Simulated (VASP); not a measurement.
# NaAuS2 (Cmcm) in VASP: single point with r2SCAN

Aim: the single point of NaAuS2 with r2SCAN.

Everything below comes from runs of VASP 6.6.1. Logs are shortened: lines on timing, memory, paths and dates and some standing lists are left out, and cuts for length are marked.

### Step 1. The cell of the first run

Symmetry: Cmcm, No. 63, orthorhombic system. The conventional cell has a = 4.383 Å, b = 12.796 Å, c = 6.397 Å, α = 90.00°, β = 90.00°, γ = 90.00°. Within 3.8 Å of Na (site symmetry m2m) lie 6 S at 2.86 to 2.95 Å and 2 Au at 3.11 Å. Within 2.7 Å of Au (site symmetry m2m) lie 4 S at 2.06 to 2.34 Å. S (site symmetry m) has 2 Au at 2.06 to 2.34 Å within 2.7 Å.

### Step 2. Single point, r2SCAN

The input, POSCAR:

```
NaAuS2
1.0
    4.3831580000      0.0000000000      0.0000000000
    2.1915790000     -6.3982010000      0.0000000000
    0.0000000000      0.0000000000     -6.3965130000
Na Au S
2 2 4
Direct
    0.3120000000      0.3760000000      0.7500000000
    0.6880000000      0.6240000000      0.2500000000
    0.9840000000      0.0320000000      0.7500000000
    0.0160000000      0.9680000000      0.2500000000
    0.1180000000      0.7640000000      0.0000000000
    0.8820000000      0.2360000000      0.5000000000
    0.8820000000      0.2360000000      0.0000000000
    0.1180000000      0.7640000000      0.5000000000
```

The input, INCAR.step1:

```
  PREC = Accurate
  ENCUT = 520
  ISMEAR = -1
  SIGMA = 0.0606
  LREAL = False
  LASPH = True
  NELM = 80
  NBANDS = 40
  GGA = PE
  ALGO = Normal
  EDIFF = 1E-4
  LWAVE = True
  LCHARG = False
```

The input, INCAR.step2:

```
  PREC = Accurate
  ENCUT = 520
  EDIFF = 1E-7
  ISMEAR = -1
  SIGMA = 0.0606
  LREAL = False
  LASPH = True
  NELM = 80
  ALGO = Normal
  ISIF = 2
  LWAVE = False
  LCHARG = False
  METAGGA = R2SCAN
  LMIXTAU = True
  NBANDS = 40
  ISTART = 1
```

The input, KPOINTS:

```
regular mesh
0
Gamma
  6 6 4
```

Potentials or basis: VASP PAW PBE potentials, release 64 (Na_pv, Au, S).

On the command line:

```
$ cat potpaw_PBE.64/Na_pv/POTCAR potpaw_PBE.64/Au/POTCAR potpaw_PBE.64/S/POTCAR > POTCAR
$ cp INCAR.step1 INCAR
$ mpirun -np 1 vasp_std > vasp.out
$ cp INCAR.step2 INCAR
$ mpirun -np 1 vasp_std > vasp.out
```

OUTCAR:

```text
PREC = Accurate
   ENCUT = 520
   EDIFF = 1E-7
   ISMEAR = -1
   LREAL = False
   LASPH = True
   NELM = 80
   ISIF = 2
   METAGGA = R2SCAN
   ISTART = 1

 ion  position               nearest neighbor table
   1  0.312  0.376  0.750-   3 3.11   3 3.11
   2  0.688  0.624  0.250-   4 3.11   4 3.11
   3  0.984  0.032  0.750-   6 2.06   7 2.06   5 2.34   8 2.34   1 3.11   1 3.11   4 3.22   4 3.22

   4  0.016  0.968  0.250-   5 2.06   8 2.06   7 2.34   6 2.34   2 3.11   2 3.11   3 3.22   3 3.22

   5  0.118  0.764  0.000-   4 2.06   3 2.34
   6  0.882  0.236  0.500-   3 2.06   4 2.34
   7  0.882  0.236  0.000-   3 2.06   4 2.34
   8  0.118  0.764  0.500-   4 2.06   3 2.34

  LATTYP: Found a base centered orthorhombic cell.
 ALAT       =     4.3831580000
 B/A-ratio  =     2.9194480327
 C/A-ratio  =     1.4593389059

  Lattice vectors:

 A1 = (   2.1915790000,   6.3982010000,   0.0000000000)
 A2 = (   2.1915790000,  -6.3982010000,   0.0000000000)
 A3 = (   0.0000000000,   0.0000000000,  -6.3965130000)

Analysis of symmetry for initial positions (statically):
=====================================================================
 Subroutine PRICEL returns:
 Original cell was already a primitive cell.

 Routine SETGRP: Setting up the symmetry group for a
 base centered orthorhombic supercell.

 Subroutine GETGRP returns: Found  8 space group operations
 (whereof  4 operations were pure point group operations)
 out of a pool of  8 trial point group operations.

The static configuration has the point symmetry C_2h.
 The point group associated with its full space group is D_2h.

Analysis of symmetry for dynamics (positions and initial velocities):
=====================================================================
 Subroutine PRICEL returns:
 Original cell was already a primitive cell.

 Routine SETGRP: Setting up the symmetry group for a
 base centered orthorhombic supercell.

 Subroutine GETGRP returns: Found  8 space group operations
 (whereof  4 operations were pure point group operations)
 out of a pool of  8 trial point group operations.

The dynamic configuration has the point symmetry C_2h.
 The point group associated with its full space group is D_2h.

 Subroutine INISYM returns: Found  8 space group operations
 (whereof  4 operations are pure point group operations),
 and found     1 'primitive' translations

----------------------------------------------------------------------------------------

                                     Primitive cell

  volume of cell :     179.3859

  direct lattice vectors                    reciprocal lattice vectors
     4.383158000  0.000000000  0.000000000     0.228146008  0.078146967  0.000000000
     2.191579000 -6.398201000  0.000000000     0.000000000 -0.156293933  0.000000000
     0.000000000  0.000000000 -6.396513000     0.000000000  0.000000000 -0.156335178

  length of vectors
     4.383158000  6.763134965  6.396513000     0.241158764  0.156293933  0.156335178

  position of ions in fractional coordinates (direct lattice)
     0.312000000  0.376000000  0.750000000
     0.688000000  0.624000000  0.250000000
     0.984000000  0.032000000  0.750000000
     0.016000000  0.968000000  0.250000000
     0.118000000  0.764000000  0.000000000
     0.882000000  0.236000000  0.500000000
     0.882000000  0.236000000  0.000000000
     0.118000000  0.764000000  0.500000000

  ion indices of the primitive-cell ions
   primitive index   ion index
                 1           1
                 2           2
                 3           3
                 4           4
                 5           5
                 6           6
                 7           7
                 8           8

----------------------------------------------------------------------------------------

 KPOINTS: regular mesh

Automatic generation of k-mesh.
 Grid dimensions read from file:
 generate k-points for:    6    6    4

 Generating k-lattice:

  Cartesian coordinates                     Fractional coordinates (reciprocal lattice)
     0.038024335  0.013024494  0.000000000     0.166666667  0.000000000  0.000000000
     0.000000000 -0.026048989  0.000000000     0.000000000  0.166666667  0.000000000
     0.000000000  0.000000000 -0.039083795     0.000000000  0.000000000  0.250000000

  Length of vectors
     0.040193127  0.026048989  0.039083795

  Shift w.r.t. Gamma in fractional coordinates (k-lattice)
     0.000000000  0.000000000  0.000000000

 Subroutine IBZKPT returns following result:
 ===========================================

 Found     39 irreducible k-points:

 Following reciprocal coordinates:
            Coordinates               Weight
  0.000000  0.000000  0.000000      1.000000
  0.166667  0.000000  0.000000      4.000000
  0.333333  0.000000  0.000000      4.000000
  0.500000  0.000000  0.000000      2.000000
  0.000000  0.166667  0.000000      2.000000
  0.333333  0.166667  0.000000      2.000000
[... 16 lines left out ...]
  0.000000  0.333333  0.250000      4.000000
 -0.333333  0.333333  0.250000      4.000000
 [... further k-points ...]
   k-points           NKPTS =     39   k-points in BZ     NKDIM =     39   number of bands    NBANDS=     40
   number of dos      NEDOS =    301   number of ions     NIONS =      8
   total plane-waves  NPLWV =  86400
   dimension x,y,z NGX =    36 NGY =   50 NGZ =   48
   dimension x,y,z NGXF=    72 NGYF=  100 NGZF=   96
   ions per type =               2   2   4
   NGX,Y,Z   is equivalent  to a cutoff of  13.65, 12.29, 12.48 a.u.
   NGXF,Y,Z  is equivalent  to a cutoff of  27.31, 24.58, 24.95 a.u.
 SYSTEM =  unknown system
   PREC   = accura    normal or accurate (medium, high low for compatibility)
   ISTART =      1    job   : 0-new  1-cont  2-samecut
   ICHARG =      0    charge: 1-file 2-atom 10-const
   ISPIN  =      1    spin polarized calculation?
   LNONCOLLINEAR =      F non collinear calculations
   LSORBIT =      F    spin-orbit coupling
   LASPH  =      T    aspherical Exc in radial PAW
   ENCUT  =  520.0 eV  38.22 Ry    6.18 a.u.   8.15 12.57 11.89*2*pi/ulx,y,z
   NELM   =     80;   NELMIN=  2; NELMDL=  0     # of ELM steps
   EDIFF  = 0.1E-06   stopping-criterion for ELM
   LREAL  =      F    real-space projection
   EDIFFG = 0.1E-05   stopping-criterion for IOM
   NSW    =      0    number of steps for IOM
   IBRION =     -1    ionic relax: 0-MD 1-quasi-New 2-CG
   NFREE  =      0    steps in history (QN), initial steepest desc. (CG)
   ISIF   =      2    stress and relaxation
   ISYM   =      2    0-nonsym 1-usesym 2-fastsym
   POTIM  = 0.5000    time-step for ionic-motion
   TEBEG  =    0.0;   TEEND  =   0.0 temperature during run
   PSTRESS=    0.0 pullay stress
   NELECT =      60.0000    total number of electrons
   NUPDOWN=      -1.0000    fix difference up-down
   EMIN   =  10.00;   EMAX   =-10.00  energy-range for DOS
   EFERMI =   0.00;   METHOD = LEGACY
   ISMEAR =    -1;   SIGMA  =   0.06  broadening in eV -4-tet -1-fermi 0-gaus
   EFERMI_NEDOS =   21; number of points for ismear=-14 and -15
   IALGO  =     38    algorithm
   IMIX   =      4    mixing-type and parameters
     AMIX     =   0.40;   BMIX     =  1.00
     AMIX_MAG =   1.60;   BMIX_MAG =  1.00
  volume/ion in A,a.u.               =      22.42       151.32
  Fermi-wavevector in a.u.,A,eV,Ry     =   1.136395  2.147474 17.570463  1.291393
  Thomas-Fermi vector in A             =   2.273100
   LORBIT       =      0    0 simple, 1 ext, 2 COOP (PROOUT), +10 PAW based schemes
   METAGGA = R2SCAN    functional components
   LHFCALC =     F    Hartree Fock is set to
   AEXX    =    0.0000 exact exchange contribution
   IVDW    =     0    specifies the selected vdW correction
   LEPSILON=     F    determine dielectric tensor
   LRPA    =     F    only Hartree local field effects (RPA)
 non-spin polarized calculation
  energy-cutoff  :      520.00
  volume of cell :      179.39
 maximum number of plane-waves:      4854
 NGX is ok and might be reduce to    36
   NGX = 17   NGY = 25   NGZ = 23

 number of electron      59.9999985 magnetization

 Free energy of the ion-electron system (eV)
  ---------------------------------------------------
  ext. energy  EPLUGINS =         0.00000000
  ---------------------------------------------------
  free energy    TOTEN  =      -141.49708985 eV

  energy without entropy =     -141.49691917  energy(sigma->0) =     -141.49700451

 E-fermi :   3.6591     XC(G=0):  -9.3854

 val. band max:        3.3632078755   @ k =   0.0000   0.0000   0.0000
 cond. band min:       3.9821783845   @ k =   0.0000   0.5000   0.5000
 fundamental gap:      0.6189705090
 Fermi energy:         3.6591200184

 k-point     1 :       0.0000    0.0000    0.0000
  band No.  band energies     occupation
      1     -21.1336      2.00000
      2     -21.1330      2.00000
      3     -21.1297      2.00000
      4     -21.1271      2.00000
      5     -21.0832      2.00000
      6     -21.0749      2.00000
[... 32 lines left out ...]
     39      10.7959      0.00000
     40      11.2979      0.00000

 k-point     2 :       0.1667    0.0000    0.0000
  band No.  band energies     occupation
      1     -21.1344      2.00000
      2     -21.1328      2.00000
      3     -21.1303      2.00000
      4     -21.1290      2.00000
      5     -21.0823      2.00000
      6     -21.0751      2.00000
[... 32 lines left out ...]
     39      10.9861      0.00000
     40      11.2998      0.00000

 k-point     3 :       0.3333    0.0000    0.0000
  band No.  band energies     occupation
      1     -21.1364      2.00000
      2     -21.1342      2.00000
      3     -21.1315      2.00000
      4     -21.1309      2.00000
      5     -21.0801      2.00000
      6     -21.0759      2.00000
[... 32 lines left out ...]
     39      11.1233      0.00000
     40      11.3205      0.00000

 k-point     4 :       0.5000    0.0000    0.0000
  band No.  band energies     occupation
      1     -21.1368      2.00000
      2     -21.1368      2.00000
      3     -21.1314      2.00000
      4     -21.1312      2.00000
      5     -21.0777      2.00000
      6     -21.0777      2.00000
[... 32 lines left out ...]
     39      10.6414      0.00000
     40      11.2406      0.00000
[... 772 lines left out ...]
     39      10.5858      0.00000
     40      11.1535      0.00000

 k-point    23 :       0.0000    0.3333    0.2500
  band No.  band energies     occupation
      1     -21.1338      2.00000
      2     -21.1331      2.00000
      3     -21.1293      2.00000
      4     -21.1275      2.00000
      5     -21.0820      2.00000
      6     -21.0761      2.00000
[... 32 lines left out ...]
     39      10.1800      0.00000
     40      10.8334      0.00000

 k-point    24 :      -0.3333    0.3333    0.2500
  band No.  band energies     occupation
      1     -21.1359      2.00000
      2     -21.1338      2.00000
      3     -21.1322      2.00000
      4     -21.1314      2.00000
      5     -21.0794      2.00000
      6     -21.0765      2.00000
[... 32 lines left out ...]
     39      10.7952      0.00000
     40      11.4042      0.00000

 [... further k-points ...]
[... 5 lines left out ...]
  --------------------------------------------------------------------------------------
  -------------------------------------------------------------------------------------
  Total        2.3480568     25.1933771     38.0056976      0.0000000      0.0000000      0.0000000
  in kB       20.9715673    225.0135534    339.4462368      0.0000000      0.0000000      0.0000000
  external PRESSURE =     195.1437858 kB  Pullay stress =       0.0000000 kB

 VOLUME and BASIS-vectors are now :
 -----------------------------------------------------------------------------
  energy-cutoff  :      520.00
  volume of cell :      179.39
      direct lattice vectors                 reciprocal lattice vectors
     4.383158000  0.000000000  0.000000000     0.228146008  0.078146967  0.000000000
     2.191579000 -6.398201000  0.000000000     0.000000000 -0.156293933  0.000000000
     0.000000000  0.000000000 -6.396513000     0.000000000  0.000000000 -0.156335178

 POSITION                                       TOTAL-FORCE (eV/Angst)
 -----------------------------------------------------------------------------------
      2.19158     -2.40572     -4.79738        -0.000000     -0.262740      0.000000
      4.38316     -3.99248     -1.59913         0.000000      0.262740      0.000000
      4.38316     -0.20474     -4.79738        -0.000000      7.979117      0.000000
      2.19158     -6.19346     -1.59913         0.000000     -7.979117     -0.000000
      2.19158     -4.88823      0.00000         0.000000      4.380356      4.146456
      4.38316     -1.50998     -3.19826         0.000000     -4.380356      4.146456
      4.38316     -1.50998      0.00000         0.000000     -4.380356     -4.146456
      2.19158     -4.88823     -3.19826         0.000000      4.380356     -4.146456
 -----------------------------------------------------------------------------------
    total drift:                               -0.000000     -0.000000      0.000000

  FREE ENERGIE OF THE ION-ELECTRON SYSTEM (eV)
  ---------------------------------------------------
  free  energy   TOTEN  =      -141.4970898493 eV

  energy  without entropy=     -141.4969191678  energy(sigma->0) =     -141.49700451
```

Wall time 11 min (1 thread of Intel Xeon Platinum 8488C (Sapphire Rapids), shared host); peak memory 0.47 GiB.

What came out:

- Free energy: -141.4971 eV
- Pressure: 19.5 GPa
- Largest force: 7.979 eV/Å
- Band gap on the k mesh: 0.62 eV (least direct gap 1.30 eV)

Forces on the atoms (eV/Å):
```
Na   0.000 -0.263  0.000
Na   0.000  0.263  0.000
Au   0.000  7.979  0.000
Au   0.000 -7.979  0.000
S    0.000  4.380  4.146
S    0.000 -4.380  4.146
S    0.000 -4.380 -4.146
S    0.000  4.380 -4.146
```

Stress tensor (GPa, compression positive):
```
 2.10  0.00  0.00
 0.00 22.50  0.00
 0.00  0.00 33.94
```

Caveat: the stress differs along the axes, from 2 to 34 GPa; the PAW data sets were made with another functional, which shifts forces and pressure a little; spin-orbit coupling is left out, which moves the levels of the heavy elements. A k mesh can miss the band edges.
